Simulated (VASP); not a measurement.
# BiTe in VASP: further runs

Runs on BiTe. Level: PBEsol. Tasks: single point.

Everything below comes from runs of VASP 6.6.1. Logs are shortened: lines on timing, memory, paths and dates and some standing lists are left out, and cuts for length are marked.

## 1. The cell of the first run

The structure is cubic, space group Pm-3m (No. 221). Conventional cell: a = 3.608 Å, b = 3.608 Å, c = 3.608 Å, α = 90.00°, β = 90.00°, γ = 90.00°. Within 4.1 Å of Bi (site symmetry m-3m) lie 8 Te at 3.12 Å and 6 Bi at 3.61 Å. Te (site symmetry m-3m) has 8 Bi at 3.12 Å and 6 Te at 3.61 Å within 4.1 Å.

## 2. Single point, PBEsol

Input file INCAR:

```
SYSTEM = BiTe
PREC = Accurate
ENCUT = 520
EDIFF = 1E-6
ISMEAR = -1
SIGMA = 0.05
LREAL = .FALSE.
LASPH = .TRUE.
NELM = 60
ALGO = Normal
ISIF = 2
LWAVE = .FALSE.
LCHARG = .FALSE.
GGA = PS
NBANDS = 18
```

Input file KPOINTS:

```
Automatic mesh
0
G
  7 7 7
  0 0 0
```

Input file POSCAR:

```
BiTe
1.0
    2.5511449959      1.4729042501      2.0830018770
   -2.5511449959      1.4729042501      2.0830018770
    0.0000000000     -2.9458085003      2.0830018770
Bi Te
1 1
Direct
    0.5000000000      0.5000000000      0.5000000000
    0.0000000000      0.0000000000      0.0000000000
```

Potentials or basis: VASP PAW PBE potentials, release 64 (Bi_d, Te).

Launch:

```sh
$ cat potpaw_PBE.64/Bi_d/POTCAR potpaw_PBE.64/Te/POTCAR > POTCAR
$ mpirun -np 1 vasp_std > vasp.out
```

OUTCAR:

```text
SYSTEM = BiTe
   PREC = Accurate
   ENCUT = 520
   EDIFF = 1E-6
   ISMEAR = -1
   LREAL = .FALSE.
   LASPH = .TRUE.
   NELM = 60
   ISIF = 2
   GGA = PS

 ion  position               nearest neighbor table
   1  0.500  0.500  0.500-   2 3.12   2 3.12   2 3.12   2 3.12   2 3.12   2 3.12   2 3.12   2 3.12

   2  0.000  0.000  0.000-   1 3.12   1 3.12   1 3.12   1 3.12   1 3.12   1 3.12   1 3.12   1 3.12

  LATTYP: Found a simple cubic cell.
 ALAT       =     3.6078642629

  Lattice vectors:

 A1 = (   2.5511449959,   1.4729042501,   2.0830018770)
 A2 = (  -2.5511449959,   1.4729042501,   2.0830018770)
 A3 = (   0.0000000000,  -2.9458085003,   2.0830018770)

Analysis of symmetry for initial positions (statically):
=====================================================================
 Subroutine PRICEL returns:
 Original cell was already a primitive cell.

 Routine SETGRP: Setting up the symmetry group for a
 simple cubic supercell.

 Subroutine GETGRP returns: Found 48 space group operations
 (whereof 48 operations were pure point group operations)
 out of a pool of 48 trial point group operations.

The static configuration has the point symmetry O_h .

Analysis of symmetry for dynamics (positions and initial velocities):
=====================================================================
 Subroutine PRICEL returns:
 Original cell was already a primitive cell.

 Routine SETGRP: Setting up the symmetry group for a
 simple cubic supercell.

 Subroutine GETGRP returns: Found 48 space group operations
 (whereof 48 operations were pure point group operations)
 out of a pool of 48 trial point group operations.

The dynamic configuration has the point symmetry O_h .

 Subroutine INISYM returns: Found 48 space group operations
 (whereof 48 operations are pure point group operations),
 and found     1 'primitive' translations

----------------------------------------------------------------------------------------

                                     Primitive cell

  volume of cell :      46.9624

  direct lattice vectors                    reciprocal lattice vectors
     2.551144996  1.472904250  2.083001877     0.195990428  0.113155126  0.160025460
    -2.551144996  1.472904250  2.083001877    -0.195990428  0.113155126  0.160025460
     0.000000000 -2.945808500  2.083001877     0.000000000 -0.226310253  0.160025460

  length of vectors
     3.607864263  3.607864263  3.607864263     0.277172290  0.277172290  0.277172290

  position of ions in fractional coordinates (direct lattice)
     0.500000000  0.500000000  0.500000000
     0.000000000  0.000000000  0.000000000

  ion indices of the primitive-cell ions
   primitive index   ion index
                 1           1
                 2           2

----------------------------------------------------------------------------------------

 KPOINTS: Automatic mesh

Automatic generation of k-mesh.
 Grid dimensions read from file:
 generate k-points for:    7    7    7

 Generating k-lattice:

  Cartesian coordinates                     Fractional coordinates (reciprocal lattice)
     0.027998633  0.016165018  0.022860780     0.142857143  0.000000000  0.000000000
    -0.027998633  0.016165018  0.022860780     0.000000000  0.142857143  0.000000000
     0.000000000 -0.032330036  0.022860780     0.000000000  0.000000000  0.142857143

  Length of vectors
     0.039596041  0.039596041  0.039596041

  Shift w.r.t. Gamma in fractional coordinates (k-lattice)
     0.000000000  0.000000000  0.000000000

 Subroutine IBZKPT returns following result:
 ===========================================

 Found     20 irreducible k-points:

 Following reciprocal coordinates:
            Coordinates               Weight
  0.000000  0.000000  0.000000      1.000000
  0.142857  0.000000  0.000000      6.000000
  0.285714 -0.000000  0.000000      6.000000
  0.428571 -0.000000 -0.000000      6.000000
  0.142857  0.142857  0.000000     12.000000
  0.285714  0.142857  0.000000     24.000000
[... 12 lines left out ...]
  0.428571  0.428571  0.285714     24.000000
  0.428571  0.428571  0.428571      8.000000
   k-points           NKPTS =     20   k-points in BZ     NKDIM =     20   number of bands    NBANDS=     18
   number of dos      NEDOS =    301   number of ions     NIONS =      2
   total plane-waves  NPLWV =  21952
   dimension x,y,z NGX =    28 NGY =   28 NGZ =   28
   dimension x,y,z NGXF=    56 NGYF=   56 NGZF=   56
   ions per type =               1   1
   NGX,Y,Z   is equivalent  to a cutoff of  12.90, 12.90, 12.90 a.u.
   NGXF,Y,Z  is equivalent  to a cutoff of  25.80, 25.80, 25.80 a.u.
 SYSTEM =  BiTe
   PREC   = accura    normal or accurate (medium, high low for compatibility)
   ISTART =      0    job   : 0-new  1-cont  2-samecut
   ICHARG =      2    charge: 1-file 2-atom 10-const
   ISPIN  =      1    spin polarized calculation?
   LNONCOLLINEAR =      F non collinear calculations
   LSORBIT =      F    spin-orbit coupling
   LASPH  =      T    aspherical Exc in radial PAW
   ENCUT  =  520.0 eV  38.22 Ry    6.18 a.u.   6.71  6.71  6.71*2*pi/ulx,y,z
   NELM   =     60;   NELMIN=  2; NELMDL= -5     # of ELM steps
   EDIFF  = 0.1E-05   stopping-criterion for ELM
   LREAL  =      F    real-space projection
   EDIFFG = 0.1E-04   stopping-criterion for IOM
   NSW    =      0    number of steps for IOM
   IBRION =     -1    ionic relax: 0-MD 1-quasi-New 2-CG
   NFREE  =      0    steps in history (QN), initial steepest desc. (CG)
   ISIF   =      2    stress and relaxation
   ISYM   =      2    0-nonsym 1-usesym 2-fastsym
   POTIM  = 0.5000    time-step for ionic-motion
   TEBEG  =    0.0;   TEEND  =   0.0 temperature during run
   PSTRESS=    0.0 pullay stress
   NELECT =      21.0000    total number of electrons
   NUPDOWN=      -1.0000    fix difference up-down
   EMIN   =  10.00;   EMAX   =-10.00  energy-range for DOS
   EFERMI =   0.00;   METHOD = LEGACY
   ISMEAR =    -1;   SIGMA  =   0.05  broadening in eV -4-tet -1-fermi 0-gaus
   EFERMI_NEDOS =   21; number of points for ismear=-14 and -15
   IALGO  =     38    algorithm
   IMIX   =      4    mixing-type and parameters
     AMIX     =   0.40;   BMIX     =  1.00
     AMIX_MAG =   1.60;   BMIX_MAG =  1.00
  volume/ion in A,a.u.               =      23.48       158.46
  Fermi-wavevector in a.u.,A,eV,Ry     =   1.251885  2.365719 21.323266  1.567216
  Thomas-Fermi vector in A             =   2.385811
   LORBIT       =      0    0 simple, 1 ext, 2 COOP (PROOUT), +10 PAW based schemes
   GGA     = PS    functional components
   LHFCALC =     F    Hartree Fock is set to
   AEXX    =    0.0000 exact exchange contribution
   IVDW    =     0    specifies the selected vdW correction
   LEPSILON=     F    determine dielectric tensor
   LRPA    =     F    only Hartree local field effects (RPA)
 non-spin polarized calculation
  energy-cutoff  :      520.00
  volume of cell :       46.96
 maximum number of plane-waves:      1309
 NGX is ok and might be reduce to    28
   NGX = 13   NGY = 13   NGZ = 13

 number of electron      20.9999988 magnetization

 Free energy of the ion-electron system (eV)
  ---------------------------------------------------
  ext. energy  EPLUGINS =         0.00000000
  ---------------------------------------------------
  free energy    TOTEN  =        -7.25813273 eV

  energy without entropy =       -7.25283406  energy(sigma->0) =       -7.25548339

 E-fermi :  11.2741     XC(G=0): -11.4417

 val. band max:       11.1903075904   @ k =   0.4286  -0.0000  -0.0000
 cond. band min:      11.4444009839   @ k =   0.4286   0.4286   0.1429
 fundamental gap:      0.2540933935
 Fermi energy:        11.2741232723

 k-point     1 :       0.0000    0.0000    0.0000
  band No.  band energies     occupation
      1     -12.1351      2.00000
      2     -12.1351      2.00000
      3     -12.0156      2.00000
      4     -12.0156      2.00000
      5     -12.0156      2.00000
      6      -4.5333      2.00000
[... 10 lines left out ...]
     17      22.2409      0.00000
     18      22.2409      0.00000

 k-point     2 :       0.1429    0.0000    0.0000
  band No.  band energies     occupation
      1     -12.1341      2.00000
      2     -12.1144      2.00000
      3     -12.0232      2.00000
      4     -12.0232      2.00000
      5     -12.0151      2.00000
      6      -4.2903      2.00000
[... 10 lines left out ...]
     17      21.5387      0.00000
     18      21.5387      0.00000

 k-point     3 :       0.2857   -0.0000    0.0000
  band No.  band energies     occupation
      1     -12.1318      2.00000
      2     -12.0680      2.00000
      3     -12.0404      2.00000
      4     -12.0404      2.00000
      5     -12.0141      2.00000
      6      -3.5644      2.00000
[... 10 lines left out ...]
     17      21.9910      0.00000
     18      21.9910      0.00000

 k-point     4 :       0.4286   -0.0000   -0.0000
  band No.  band energies     occupation
      1     -12.1300      2.00000
      2     -12.0540      2.00000
      3     -12.0540      2.00000
      4     -12.0309      2.00000
      5     -12.0133      2.00000
      6      -2.3736      2.00000
[... 291 lines left out ...]
      4     -12.0252      2.00000
      5     -11.9871      2.00000
      6      -0.6806      2.00000
[... 10 lines left out ...]
     17      23.2250      0.00000
     18      24.1630      0.00000

 k-point    19 :       0.4286    0.4286    0.2857
  band No.  band energies     occupation
      1     -12.1024      2.00000
      2     -12.0787      2.00000
      3     -12.0779      2.00000
      4     -12.0053      2.00000
      5     -11.9657      2.00000
      6       0.1057      2.00000
[... 10 lines left out ...]
     17      24.7352      0.00000
     18      25.0657      0.00000

 k-point    20 :       0.4286    0.4286    0.4286
  band No.  band energies     occupation
      1     -12.0973      2.00000
      2     -12.0956      2.00000
      3     -12.0956      2.00000
      4     -11.9649      2.00000
      5     -11.9649      2.00000
      6       0.6034      2.00000
[... 10 lines left out ...]
     17      27.2405      0.00000
     18      27.3069      0.00000

------------------------ aborting loop because EDIFF is reached ----------------------------------------

  FORCE on cell =-STRESS in cart. coord.  units (eV):
  Direction    XX          YY          ZZ          XY          YZ          ZX
  --------------------------------------------------------------------------------------
  -------------------------------------------------------------------------------------
  Total        5.8878305      5.8878305      5.8878346      0.0000000     -0.0000000      0.0000000
  in kB      200.8701086    200.8701086    200.8702456      0.0000000     -0.0000000      0.0000000
  external PRESSURE =     200.8701542 kB  Pullay stress =       0.0000000 kB

 VOLUME and BASIS-vectors are now :
 -----------------------------------------------------------------------------
  energy-cutoff  :      520.00
  volume of cell :       46.96
      direct lattice vectors                 reciprocal lattice vectors
     2.551144996  1.472904250  2.083001877     0.195990428  0.113155126  0.160025460
    -2.551144996  1.472904250  2.083001877    -0.195990428  0.113155126  0.160025460
     0.000000000 -2.945808500  2.083001877     0.000000000 -0.226310253  0.160025460

 POSITION                                       TOTAL-FORCE (eV/Angst)
 -----------------------------------------------------------------------------------
      0.00000     -0.00000      3.12450        -0.000000      0.000000     -0.000000
      0.00000      0.00000      0.00000         0.000000     -0.000000      0.000000
 -----------------------------------------------------------------------------------
    total drift:                               -0.000000     -0.000000      0.000000

  FREE ENERGIE OF THE ION-ELECTRON SYSTEM (eV)
  ---------------------------------------------------
  free  energy   TOTEN  =        -7.2581327323 eV

  energy  without entropy=       -7.2528340573  energy(sigma->0) =       -7.25548339
```

Wall time 15 s (1 thread of Intel Xeon Platinum 8259CL at 2.50GHz (Skylake/Cascade Lake), shared host); peak memory 0.16 GiB.

Results:

* Free energy: -7.2581 eV
* Pressure: 20.1 GPa

Caveat: the PAW data sets were made with another functional, which shifts forces and pressure a little; spin-orbit coupling is left out, which moves the levels of the heavy elements.

## 3. Single point, PBEsol

This run uses another cell than the first one, of 22.09 Å³/atom, 0.941 times its volume.

Input file INCAR:

```
PREC = Accurate ; ENCUT = 520
EDIFF = 1E-6 ; ISMEAR = -1
SIGMA = 0.05 ; LREAL = F
LASPH = T ; NELM = 100
ALGO = Normal ; ISIF = 2
LWAVE = F ; LCHARG = T
GGA = PS ; LELF = T
LVHAR = T ; NBANDS = 18
```

Input file KPOINTS:

```
regular mesh
0
Gamma
  7 7 7
```

Input file POSCAR:

```
BiTe
1.0
    2.4998239646      1.4432740389      2.0413062915
   -2.4998239646      1.4432740389      2.0413062915
    0.0000000000     -2.8865480778      2.0413062915
Bi Te
1 1
Direct
    0.5000000000      0.5000000000      0.5000000000
    0.0000000000      0.0000000000      0.0000000000
```

Potentials or basis: VASP PAW PBE potentials, release 64 (Bi_d, Te).

Launch:

```sh
$ cat potpaw_PBE.64/Bi_d/POTCAR potpaw_PBE.64/Te/POTCAR > POTCAR
$ mpirun -np 1 vasp_std > vasp.out
```

OUTCAR:

```text
PREC = Accurate
   ENCUT = 520
   EDIFF = 1E-6
   ISMEAR = -1
   LREAL = F
   LASPH = T
   NELM = 100
   ISIF = 2
   GGA = PS

 ion  position               nearest neighbor table
   1  0.500  0.500  0.500-   2 3.06   2 3.06   2 3.06   2 3.06   2 3.06   2 3.06   2 3.06   2 3.06

   2  0.000  0.000  0.000-   1 3.06   1 3.06   1 3.06   1 3.06   1 3.06   1 3.06   1 3.06   1 3.06

  LATTYP: Found a trigonal (rhomboedric) cell.
 ALAT       =     3.5354053772
 COS(alpha) =     0.0000681228

  Lattice vectors:

 A1 = (   2.4998239646,   1.4432740389,   2.0413062915)
 A2 = (  -2.4998239646,   1.4432740389,   2.0413062915)
 A3 = (   0.0000000000,  -2.8865480778,   2.0413062915)

Analysis of symmetry for initial positions (statically):
=====================================================================
 Subroutine PRICEL returns:
 Original cell was already a primitive cell.

 Routine SETGRP: Setting up the symmetry group for a
 trigonal (rhombohedral) supercell.

[... 154 lines left out ...]

 number of electron      21.0000013 magnetization

 Free energy of the ion-electron system (eV)
  ---------------------------------------------------
  ext. energy  EPLUGINS =         0.00000000
  ---------------------------------------------------
  free energy    TOTEN  =        -6.82688010 eV

  energy without entropy =       -6.82135438  energy(sigma->0) =       -6.82411724

 E-fermi :  12.3285     XC(G=0): -11.7445

 val. band max:       12.1845513477   @ k =  -0.4286   0.4286   0.0000
 cond. band min:      12.4046338629   @ k =   0.4286   0.0000   0.0000
 fundamental gap:      0.2200825152
 Fermi energy:        12.3284523065

 k-point     1 :       0.0000    0.0000    0.0000
  band No.  band energies     occupation
      1     -11.2091      2.00000
      2     -11.2091      2.00000
      3     -11.0608      2.00000
      4     -11.0608      2.00000
      5     -11.0607      2.00000
      6      -4.1455      2.00000
[... 481 lines left out ...]
      5     -11.0344      2.00000
      6      -0.6325      2.00000
[... 10 lines left out ...]
     17      23.0906      0.00000
     18      23.6904      0.00000

 [... further k-points ...]
[... 5 lines left out ...]
  --------------------------------------------------------------------------------------
  -------------------------------------------------------------------------------------
  Total        8.3080505      8.3080505      8.3030907      0.0000000      0.0000000      0.0000000
  in kB      301.2257261    301.2257261    301.0458957      0.0000000      0.0000000      0.0000000
  external PRESSURE =     301.1657826 kB  Pullay stress =       0.0000000 kB

 VOLUME and BASIS-vectors are now :
 -----------------------------------------------------------------------------
  energy-cutoff  :      520.00
  volume of cell :       44.19
      direct lattice vectors                 reciprocal lattice vectors
     2.499823965  1.443274039  2.041306292     0.200014084  0.115478185  0.163294129
    -2.499823965  1.443274039  2.041306292    -0.200014084  0.115478185  0.163294129
     0.000000000 -2.886548078  2.041306292     0.000000000 -0.230956370  0.163294129

 POSITION                                       TOTAL-FORCE (eV/Angst)
 -----------------------------------------------------------------------------------
      0.00000      0.00000      3.06196        -0.000000     -0.000000     -0.000000
      0.00000      0.00000      0.00000         0.000000      0.000000      0.000000
 -----------------------------------------------------------------------------------
    total drift:                               -0.000000     -0.000000      0.000000

  FREE ENERGIE OF THE ION-ELECTRON SYSTEM (eV)
  ---------------------------------------------------
  free  energy   TOTEN  =        -6.8268801016 eV

  energy  without entropy=       -6.8213543810  energy(sigma->0) =       -6.82411724
```

OSZICAR:

```text
N       E                     dE             d eps       ncg     rms          rms(c)
DAV:   1     0.165459828611E+03    0.16546E+03   -0.10284E+04  1598   0.127E+03
DAV:   2     0.522707794250E+01   -0.16023E+03   -0.15600E+03  1648   0.346E+02
DAV:   3    -0.658913338806E+01   -0.11816E+02   -0.11617E+02  2024   0.899E+01
DAV:   4    -0.688248887595E+01   -0.29336E+00   -0.29306E+00  2032   0.141E+01
DAV:   5    -0.689233127308E+01   -0.98424E-02   -0.98419E-02  2194   0.261E+00    0.808E+00
DAV:   6    -0.683472086645E+01    0.57610E-01   -0.11165E-01  2414   0.273E+00    0.514E+00
DAV:   7    -0.682869787672E+01    0.60230E-02   -0.51436E-02  2184   0.147E+00    0.544E-01
DAV:   8    -0.682684220333E+01    0.18557E-02   -0.13071E-02  2066   0.925E-01    0.228E-01
DAV:   9    -0.682689569207E+01   -0.53489E-04   -0.10118E-03  2002   0.225E-01    0.780E-02
DAV:  10    -0.682688201237E+01    0.13680E-04   -0.86890E-05  2136   0.721E-02    0.141E-02
DAV:  11    -0.682688170219E+01    0.31018E-06   -0.23438E-05  2126   0.378E-02    0.148E-02
DAV:  12    -0.682688042322E+01    0.12790E-05   -0.55603E-06  2084   0.202E-02    0.838E-03
DAV:  13    -0.682688010158E+01    0.32165E-06   -0.28720E-07  1010   0.406E-03
   1 F= -.68268801E+01 E0= -.68241172E+01  d E =-.552572E-02
```

Run time: 28 s. Hardware: 1 thread of Intel Xeon Platinum 8259CL at 2.50GHz (Skylake/Cascade Lake), shared host; peak memory 0.17 GiB.

Results:

* Free energy: -6.8269 eV
* Pressure: 30.1 GPa

Caveat: the PAW data sets were made with another functional, which shifts forces and pressure a little; spin-orbit coupling is left out, which moves the levels of the heavy elements.
